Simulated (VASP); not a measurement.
Write the native input for VASP 6.6.1 that does the following.

```
Task                   : single point
Functional             : PBEsol
Potentials or basis    : VASP PAW PBE potentials, release 64 (Zr_sv, O)
Cutoff                 : 520 eV
k mesh                 : 12 × 12 × 8
Occupations            : gaussian, width 0.15 eV
Spin                   : no spin polarisation
Dipole correction      : no
Further INCAR settings : ALGO = Fast; EDIFF = 1e-06; NBANDS = 52
```

The structure of Zr3O lies in POSCAR:

```
Zr3O
1.0
    5.1367206727      0.0000000000      0.0000000000
   -2.5683603364      4.4485305947      0.0000000000
    0.0000000000      0.0000000000      5.3621703820
Zr O
6 2
Direct
    0.3393912867      0.0000000000      0.0000000000
    0.3393912867      0.3393912867      0.5000000000
    0.0000000000      0.3393912867      0.0000000000
    0.6606087133      0.0000000000      0.5000000000
    0.6606087133      0.6606087133      0.0000000000
    0.0000000000      0.6606087133      0.5000000000
    0.3333333333      0.6666666667      0.2500000000
    0.6666666667      0.3333333333      0.7500000000
```

This cell differs from its parent crystal: strain -0.080 along x and y, +0.040 along z.

One way to write it, as run:

INCAR

```
  ALGO = Fast
  EDIFF = 1E-6
  ENCUT = 520
  GGA = PS
  ISIF = 2
  ISMEAR = 0
  LASPH = T
  LCHARG = F
  LREAL = F
  LWAVE = F
  NBANDS = 52
  NELM = 100
  PREC = Accurate
  SIGMA = 0.15
```

KPOINTS

```
k-points
0
Gamma
  12 12 8
```

Potentials or basis: VASP PAW PBE potentials, release 64 (Zr_sv, O).

Command:

```sh
$ cat potpaw_PBE.64/Zr_sv/POTCAR potpaw_PBE.64/O/POTCAR > POTCAR
$ mpirun -np 1 vasp_std > vasp.out
```

Results of the run:

```
Pressure               : 24.8 GPa
Largest force          : 0.662 eV/Å
Band gap on the k mesh : zero (bands 42 and 43 overlap by 0.19 eV)
```

Caveat: the cell differs from its parent crystal (strain -0.080 along x and y, +0.040 along z); the stress differs along the axes, from 14 to 30 GPa; the PAW data sets were made with another functional, which shifts forces and pressure a little.

It took 32 min on 1 thread of Oxide Virtual Turin-like Processor, on a shared host, peak memory 0.51 GiB.
